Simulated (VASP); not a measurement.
Write the native input for VASP 6.6.1 that does the following.

| Property | Result |
| --- | --- |
| Task | single point |
| Functional | r2SCAN |
| Potentials or basis | VASP PAW PBE potentials, release 64 (Ga_d, P, In_d) |
| Cutoff | 520 eV |
| k mesh | 8 × 8 × 8 |
| Occupations | gaussian, width 0.01 eV |
| Spin | no spin polarisation |
| Dipole correction | no |
| Further INCAR settings | ALGO = Normal; EDIFF = 1e-06; NBANDS = 36 |

The system is In2GaP3.

```
Ga P In
1.0
    -2.02876    6.10002    2.88537
     2.02876   -6.10002    2.88537
     2.02876    6.10002   -2.88537
Ga P In
1 3 2
Direct
  0.00151 0.00151 0.00000
  0.77610 0.27610 0.50000
  0.39458 0.23589 0.15869
  0.07720 0.23589 0.84131
  0.66432 0.00030 0.66401
  0.33629 0.00030 0.33599
```

These files were run (other wordings do the same):

POSCAR

```
In2GaP3
1.0
   -2.0287630969      6.1000196155      2.8853726020
    2.0287630969     -6.1000196155      2.8853726020
    2.0287630969      6.1000196155     -2.8853726020
Ga P In
1 3 2
Direct
    0.0015099376      0.0015099376      0.0000000000
    0.7760979330      0.2760979330      0.5000000000
    0.3945801145      0.2358917273      0.1586883872
    0.0772033400      0.2358917273      0.8413116128
    0.6643175025      0.0003043374      0.6640131651
    0.3362911724      0.0003043374      0.3359868349
```

INCAR.step1

```
PREC     = Accurate       # precision mode
ENCUT    = 520            # plane-wave cutoff, eV
ISMEAR   = 0              # smearing method
SIGMA    = 0.01           # smearing width, eV
LREAL    = F              # projectors in reciprocal space
LASPH    = T              # aspherical terms in the spheres
NELM     = 100            # most SCF steps
NBANDS   = 36             # bands
GGA      = PE             # functional
ALGO     = Normal         # electronic algorithm
EDIFF    = 1E-4           # SCF threshold, eV
LWAVE    = T              # write WAVECAR
LCHARG   = F              # write CHGCAR
```

INCAR.step2

```
PREC     = Accurate       # precision mode
ENCUT    = 520            # plane-wave cutoff, eV
EDIFF    = 1E-6           # SCF threshold, eV
ISMEAR   = 0              # smearing method
SIGMA    = 0.01           # smearing width, eV
LREAL    = F              # projectors in reciprocal space
LASPH    = T              # aspherical terms in the spheres
NELM     = 100            # most SCF steps
ALGO     = Normal         # electronic algorithm
ISIF     = 2              # what is computed and relaxed
LWAVE    = F              # write WAVECAR
LCHARG   = F              # write CHGCAR
METAGGA  = R2SCAN         # meta-GGA
LMIXTAU  = T            
NBANDS   = 36             # bands
ISTART   = 1
```

KPOINTS

```
regular mesh
0
Gamma
  8 8 8
```

Potentials or basis: VASP PAW PBE potentials, release 64 (Ga_d, P, In_d).

Launch:

```sh
$ cat potpaw_PBE.64/Ga_d/POTCAR potpaw_PBE.64/P/POTCAR potpaw_PBE.64/In_d/POTCAR > POTCAR
$ cp INCAR.step1 INCAR
$ mpirun -np 1 vasp_std > vasp.out
$ cp INCAR.step2 INCAR
$ mpirun -np 1 vasp_std > vasp.out
```

It gave:

```yaml
Pressure: -0.1 GPa
Largest_force: 0.007 eV/Å
Band_gap_on_the_k_mesh: 1.27 eV
```

Caveat: the PAW data sets were made with another functional, which shifts forces and pressure a little; spin-orbit coupling is left out, which moves the levels of the heavy elements.

Wall time 93 min on 1 thread of Intel Xeon 8259CL (shared host), peak memory 0.75 GiB.
